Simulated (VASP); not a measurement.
Set up this calculation in VASP 6.6.1, as the native input.

```
Task                   : single point
Functional             : PBEsol
Potentials or basis    : VASP PAW PBE potentials, release 64 (Ga_d, P, Bi_d)
Cutoff                 : 400 eV
k mesh                 : 1 × 1 × 1, shifted
Occupations            : fermi-dirac, width 0.05 eV
Spin                   : collinear spin
Starting moments       : [0.25, 0.25, 0.25, 0.25, 0.25, 0.25, 0.25, 0.25, 0.25, 0.25, 0.25, 0.25, 0.25, 0.25, 0.25, 0.25] μB
Dipole correction      : no
Further INCAR settings : ALGO = Normal; EDIFF = 1e-06; NBANDS = 95; ISYM = 0
```

The structure of Ga8BiP7 (a cell with a defect) lies in POSCAR:

```
Ga8BiP7
1.0
    0.0000000000      5.4384880000      5.4384880000
    5.4384880000      0.0000000000      5.4384880000
    5.4384880000      5.4384880000      0.0000000000
Ga P Bi
8 7 1
Direct
    0.0059500000      0.9991250000      0.9889770000
    0.5048920000      0.4987580000      0.5055490000
    0.0001120000      0.0014280000      0.4983560000
    0.4971470000      0.4995360000      0.0000420000
    0.9892510000      0.5072350000      0.0009720000
    0.5075460000      0.9987100000      0.4960940000
    0.4888750000      0.0119550000      0.9967520000
    0.0082990000      0.4975270000      0.5009250000
    0.1165330000      0.1245880000      0.1371120000
    0.1272050000      0.1358580000      0.6105230000
    0.6184740000      0.6322140000      0.1150710000
    0.1152910000      0.6327030000      0.1232930000
    0.6313480000      0.1265990000      0.6160300000
    0.6282020000      0.1262230000      0.1259590000
    0.1250790000      0.6252560000      0.6229570000
    0.6301850000      0.6266490000      0.6199040000
```

The input as run:

INCAR

```
PREC = Accurate ; ENCUT = 400
EDIFF = 1E-6 ; ISMEAR = -1
SIGMA = 0.05 ; LREAL = False
LASPH = True ; NELM = 200
ALGO = Normal ; ISIF = 2
LWAVE = False ; LCHARG = False
ISPIN = 2 ; MAGMOM = 0.25 0.25 0.25 0.25 0.25 0.25 0.25 0.25 0.25 0.25 0.25 0.25 0.25 0.25 0.25 0.25
LORBIT = 11 ; GGA = PS
ISYM = 0 ; NBANDS = 95
GGA_COMPAT = False
```

KPOINTS

```
Automatic mesh
0
Gamma
  1 1 1
  0.25 0.25 0.25
```

Potentials or basis: VASP PAW PBE potentials, release 64 (Ga_d, P, Bi_d).

Launch:

```bash
$ cat potpaw_PBE.64/Ga_d/POTCAR potpaw_PBE.64/P/POTCAR potpaw_PBE.64/Bi_d/POTCAR > POTCAR
$ mpirun -np 1 vasp_std > vasp.out
```

It gave:

```
Pressure                                              : 10.7 GPa
Largest force                                         : 4.771 eV/Å
Band gap on the k mesh                                : 1.50 eV
Net moment                                            : 0.00 μB per cell
Valence electrons inside the program's atomic spheres : Ga 11.72, 11.85, 11.79, 11.84, 11.88, 11.70, 11.89 (each value once); P 2.56, 2.57 (each value once); Bi 13.52
```

Caveat: the PAW data sets were made with another functional, which shifts forces and pressure a little; spin-orbit coupling is left out, which moves the levels of the heavy elements.

It took 12 min on 1 thread of Intel Xeon 8259CL, with other jobs on the host, peak memory 0.49 GiB.
